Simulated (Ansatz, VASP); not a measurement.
One calculation of HfO2, two programs

```
Hf O
1.0
     0.00000    2.55750    2.55750
     2.55750    0.00000    2.55750
     2.55750    2.55750    0.00000
Hf O
1 2
Direct
  0.00000 0.00000 0.00000
  0.25000 0.25000 0.25000
  0.75000 0.75000 0.75000
```

Alike in both runs: task single point; functional PBE; k mesh 6 × 6 × 6; occupations gaussian, width 0.1 eV; no spin polarisation.

```csv
,VASP,Ansatz
version,VASP 6.6.1,Ansatz 0.2.0
potentials or method,"VASP PAW PBE potentials, release 64 (Hf_pv, O), cutoff 600 eV","scalar-relativistic, plane waves, PAW"
valence electrons in the cell,22,38
```

```csv
,VASP,Ansatz,Ansatz less VASP
gap on the k mesh at the Fermi level (eV),3.73,3.72,-0.010
least direct gap on the mesh (eV),3.73,3.72,-0.010
pressure (GPa),-6.2,-2.5,+3.78
```

VASP's potentials hold 22 valence electrons a cell and Ansatz's 38, so a difference there can come from the potentials and not from the codes.

Spin-orbit coupling is off throughout.
